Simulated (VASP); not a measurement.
# SiMo6 (Pm-3m) in VASP: relaxation of cell and atoms with PBE

Aim: the relaxation of cell and atoms of SiMo6 with PBE.

All numbers are computed with VASP 6.6.1; they aren't measurements. Logs are shortened: lines on timing, memory, paths and dates and some standing lists are left out, and cuts for length are marked.

**1. The cell of the first run**

The structure is cubic, space group Pm-3m (No. 221). The conventional cell has a = 6.013 Å, b = 6.013 Å, c = 6.013 Å, α = 90.00°, β = 90.00°, γ = 90.00°. Si (site symmetry m-3m) has 24 Mo at 4.42 Å within 5.8 Å. Mo (site symmetry 4mm) has 5 Mo at 2.41 to 2.55 Å within 3.2 Å.

**2. Relaxation of cell and atoms, PBE**

File INCAR:

```
SYSTEM = SiMo6
ALGO = Normal
EDIFF = 1E-6
EDIFFG = -0.01
ENCUT = 600
GGA = PE
IBRION = 2
ISIF = 3
ISMEAR = 0
LASPH = .TRUE.
LCHARG = .FALSE.
LREAL = .FALSE.
LWAVE = .FALSE.
NELM = 100
NSW = 100
PREC = Accurate
SIGMA = 0.1
```

File KPOINTS:

```
k-points
0
G
  6 6 6
  0 0 0
```

File POSCAR:

```
SiMo6
1.0
    6.0125181565      0.0000000000      0.0000000000
    0.0000000000      6.0125181565      0.0000000000
    0.0000000000      0.0000000000      6.0125181565
Si Mo
1 6
Direct
    0.0000000000      0.0000000000      0.0000000000
    0.5000000000      0.5000000000      0.2002276157
    0.5000000000      0.5000000000      0.7997723843
    0.2002276157      0.5000000000      0.5000000000
    0.7997723843      0.5000000000      0.5000000000
    0.5000000000      0.2002276157      0.5000000000
    0.5000000000      0.7997723843      0.5000000000
```

Potentials or basis: VASP PAW PBE potentials, release 64 (Si, Mo_sv).

Run with:

```console
> cat potpaw_PBE.64/Si/POTCAR potpaw_PBE.64/Mo_sv/POTCAR > POTCAR
> mpirun -np 1 vasp_std > vasp.out
```

OUTCAR:

```text
SYSTEM = SiMo6
   EDIFF = 1E-6
   EDIFFG = -0.01
   ENCUT = 600
   GGA = PE
   IBRION = 2
   ISIF = 3
   ISMEAR = 0
   LASPH = .TRUE.
   LREAL = .FALSE.
   NELM = 100
   NSW = 100
   PREC = Accurate

 ion  position               nearest neighbor table
   1  0.000  0.000  0.000-
   2  0.500  0.500  0.200-   3 2.41   4 2.55   5 2.55   6 2.55   7 2.55
   3  0.500  0.500  0.800-   2 2.41   4 2.55   5 2.55   6 2.55   7 2.55
   4  0.200  0.500  0.500-   5 2.41   3 2.55   2 2.55   6 2.55   7 2.55
   5  0.800  0.500  0.500-   4 2.41   3 2.55   2 2.55   6 2.55   7 2.55
   6  0.500  0.200  0.500-   7 2.41   3 2.55   4 2.55   5 2.55   2 2.55
   7  0.500  0.800  0.500-   6 2.41   3 2.55   4 2.55   5 2.55   2 2.55

  LATTYP: Found a simple cubic cell.
 ALAT       =     6.0125181565

  Lattice vectors:

 A1 = (   6.0125181565,   0.0000000000,   0.0000000000)
 A2 = (   0.0000000000,   6.0125181565,   0.0000000000)
 A3 = (   0.0000000000,   0.0000000000,   6.0125181565)

Analysis of symmetry for initial positions (statically):
=====================================================================
 Subroutine PRICEL returns:
 Original cell was already a primitive cell.

 Routine SETGRP: Setting up the symmetry group for a
 simple cubic supercell.

 Subroutine GETGRP returns: Found 48 space group operations
 (whereof 48 operations were pure point group operations)
 out of a pool of 48 trial point group operations.

The static configuration has the point symmetry O_h .

Analysis of symmetry for dynamics (positions and initial velocities):
=====================================================================
 Subroutine PRICEL returns:
 Original cell was already a primitive cell.

 Routine SETGRP: Setting up the symmetry group for a
 simple cubic supercell.

 Subroutine GETGRP returns: Found 48 space group operations
 (whereof 48 operations were pure point group operations)
 out of a pool of 48 trial point group operations.

The dynamic configuration has the point symmetry O_h .

 Subroutine INISYM returns: Found 48 space group operations
 (whereof 48 operations are pure point group operations),
 and found     1 'primitive' translations

----------------------------------------------------------------------------------------

                                     Primitive cell

  volume of cell :     217.3548

  direct lattice vectors                    reciprocal lattice vectors
[... 81 lines left out ...]
   NGXF,Y,Z  is equivalent  to a cutoff of  26.54, 26.54, 26.54 a.u.
 SYSTEM =  SiMo6
   PREC   = accura    normal or accurate (medium, high low for compatibility)
   ISTART =      0    job   : 0-new  1-cont  2-samecut
   ICHARG =      2    charge: 1-file 2-atom 10-const
   ISPIN  =      1    spin polarized calculation?
   LNONCOLLINEAR =      F non collinear calculations
   LSORBIT =      F    spin-orbit coupling
   LASPH  =      T    aspherical Exc in radial PAW
   ENCUT  =  600.0 eV  44.10 Ry    6.64 a.u.  12.01 12.01 12.01*2*pi/ulx,y,z
   NELM   =    100;   NELMIN=  2; NELMDL= -5     # of ELM steps
   EDIFF  = 0.1E-05   stopping-criterion for ELM
   LREAL  =      F    real-space projection
   EDIFFG = -.1E-01   stopping-criterion for IOM
   NSW    =    100    number of steps for IOM
   IBRION =      2    ionic relax: 0-MD 1-quasi-New 2-CG
   NFREE  =      1    steps in history (QN), initial steepest desc. (CG)
   ISIF   =      3    stress and relaxation
   ISYM   =      2    0-nonsym 1-usesym 2-fastsym
   POTIM  = 0.5000    time-step for ionic-motion
   TEBEG  =    0.0;   TEEND  =   0.0 temperature during run
   PSTRESS=    0.0 pullay stress
   NELECT =      88.0000    total number of electrons
   NUPDOWN=      -1.0000    fix difference up-down
   EMIN   =  10.00;   EMAX   =-10.00  energy-range for DOS
   EFERMI =   0.00;   METHOD = LEGACY
   ISMEAR =     0;   SIGMA  =   0.10  broadening in eV -4-tet -1-fermi 0-gaus
   EFERMI_NEDOS =   21; number of points for ismear=-14 and -15
   IALGO  =     38    algorithm
   IMIX   =      4    mixing-type and parameters
     AMIX     =   0.40;   BMIX     =  1.00
     AMIX_MAG =   1.60;   BMIX_MAG =  1.00
  volume/ion in A,a.u.               =      31.05       209.54
  Fermi-wavevector in a.u.,A,eV,Ry     =   1.211098  2.288644 19.956462  1.466759
  Thomas-Fermi vector in A             =   2.346624
   LORBIT       =      0    0 simple, 1 ext, 2 COOP (PROOUT), +10 PAW based schemes
   GGA     = PE    functional components
   LHFCALC =     F    Hartree Fock is set to
   AEXX    =    0.0000 exact exchange contribution
   IVDW    =     0    specifies the selected vdW correction
   LEPSILON=     F    determine dielectric tensor
   LRPA    =     F    only Hartree local field effects (RPA)
 conjugate gradient relaxation of ions
 non-spin polarized calculation
 Gauss-broadening in eV      SIGMA  =   0.10
  energy-cutoff  :      600.00
  volume of cell :      217.35
 maximum number of plane-waves:      7272
   NGX = 25   NGY = 25   NGZ = 25

--------------------------------------- Ionic step        1  -------------------------------------------

 number of electron      88.0000023 magnetization

 Free energy of the ion-electron system (eV)
  ---------------------------------------------------
  ext. energy  EPLUGINS =         0.00000000
  ---------------------------------------------------
  free energy    TOTEN  =       -53.26733555 eV

  energy without entropy =      -53.23246577  energy(sigma->0) =      -53.24990066

------------------------ aborting loop because EDIFF is reached ----------------------------------------

  FORCE on cell =-STRESS in cart. coord.  units (eV):
  Direction    XX          YY          ZZ          XY          YZ          ZX
  --------------------------------------------------------------------------------------
  -------------------------------------------------------------------------------------
  Total        0.4541320      0.4541320      0.4541320      0.0000000      0.0000000     -0.0000000
  in kB        3.3475222      3.3475222      3.3475222      0.0000000      0.0000000     -0.0000000
  external PRESSURE =       3.3475222 kB  Pullay stress =       0.0000000 kB
[... 110 lines left out ...]
--------------------------------------- Ionic step        4  -------------------------------------------

 number of electron      88.0000023 magnetization

 Free energy of the ion-electron system (eV)
  ---------------------------------------------------
  ext. energy  EPLUGINS =         0.00000000
  ---------------------------------------------------
  free energy    TOTEN  =       -53.26855309 eV

  energy without entropy =      -53.23403016  energy(sigma->0) =      -53.25129163

 E-fermi :   3.6084     XC(G=0):  -8.9519

 val. band max:        3.6072241167   @ k =   0.3333   0.3333   0.0000
 cond. band min:       3.6326905977   @ k =   0.1667   0.1667   0.1667
 fundamental gap:      0.0254664809
 Fermi energy:         3.6084343480

 k-point     1 :       0.0000    0.0000    0.0000
  band No.  band energies     occupation
      1     -56.9129      2.00000
      2     -56.5632      2.00000
      3     -56.5632      2.00000
      4     -56.4679      2.00000
      5     -56.4679      2.00000
      6     -56.4679      2.00000
[... 1123 lines left out ...]
  FREE ENERGIE OF THE ION-ELECTRON SYSTEM (eV)
  ---------------------------------------------------
  free  energy   TOTEN  =       -53.2685530909 eV

  energy  without entropy=      -53.2340301625  energy(sigma->0) =      -53.25129163

 reached required accuracy - stopping structural energy minimisation
```

CONTCAR:

```text
SiMo6
   1.00000000000000
     6.0235481767847068    0.0000000000000000   -0.0000000000000000
     0.0000000000000000    6.0235481767847068   -0.0000000000000000
     0.0000000000000000    0.0000000000000000    6.0235481767847068
  Si              Mo
     1     6
Direct
     1.0000000000000000    1.0000000000000000    0.0000000000000000
     0.5000000000000000    0.5000000000000000    0.2004665588984858
     0.5000000000000000    0.5000000000000000    0.7995334411015143
     0.2004665588984858    0.5000000000000000    0.5000000000000000
     0.7995334411015143    0.5000000000000000    0.5000000000000000
     0.5000000000000000    0.2004665588984858    0.5000000000000000
     0.5000000000000000    0.7995334411015143    0.5000000000000000

  0.00000000E+00  0.00000000E+00  0.00000000E+00
  0.00000000E+00  0.00000000E+00  0.00000000E+00
  0.00000000E+00  0.00000000E+00  0.00000000E+00
  0.00000000E+00  0.00000000E+00  0.00000000E+00
  0.00000000E+00  0.00000000E+00  0.00000000E+00
  0.00000000E+00  0.00000000E+00  0.00000000E+00
  0.00000000E+00  0.00000000E+00  0.00000000E+00
```

Wall time 11 min (1 thread of Intel Xeon Platinum 8259CL at 2.50GHz (Skylake/Cascade Lake), shared host); peak memory 0.46 GiB.

Results:

```
Free energy                            : -53.2686 eV
Relaxed volume                         : 31.22 Å³/atom
Relaxed cell                           : a = 6.024 Å, b = 6.024 Å, c = 6.024 Å, α = 90.00°, β = 90.00°, γ = 90.00°
Space group after relaxing (to 0.05 Å) : Pm-3m (No. 221)
Energy gained by relaxing              : 0.2 meV/atom
Ionic steps                            : 4
Pressure after relaxing                : 0.0 GPa
Largest force after relaxing           : 0.008 eV/Å
Band gap on the k mesh                 : zero (band 44 reaches 3.66 eV, above the bottom of band 45 at 3.08 eV)
```

Forces in eV/Å, atoms in the order of the input:
```
Si   0.000  0.000  0.000
Mo   0.000  0.000  0.008
Mo   0.000  0.000 -0.008
Mo   0.008  0.000  0.000
Mo  -0.008  0.000  0.000
Mo   0.000  0.008  0.000
Mo   0.000 -0.008  0.000
```

Step by step:
| step | energy change (eV) | largest force (eV/Å) | pressure (GPa) | volume (Å³) |
| --- | --- | --- | --- | --- |
| 1 | 0.0000 | 0.0175 | 0.33 | 217.35 |
| 2 | 0.0008 | 0.1282 | -0.42 | 219.40 |
| 3 | -0.0009 | 0.0445 | 0.02 | 218.21 |
| 4 | -0.0012 | 0.0083 | 0.01 | 218.55 |

Final structure:
```yaml
crystal:
  lattice:
    - [6.02355, 0.00000, 0.00000]
    - [0.00000, 6.02355, 0.00000]
    - [0.00000, 0.00000, 6.02355]
  atoms:
    - { symbol: Si, position: [0.00000, 0.00000, 0.00000] }
    - { symbol: Mo, position: [0.50000, 0.50000, 0.20047] }
    - { symbol: Mo, position: [0.50000, 0.50000, 0.79953] }
    - { symbol: Mo, position: [0.20047, 0.50000, 0.50000] }
    - { symbol: Mo, position: [0.79953, 0.50000, 0.50000] }
    - { symbol: Mo, position: [0.50000, 0.20047, 0.50000] }
    - { symbol: Mo, position: [0.50000, 0.79953, 0.50000] }
```
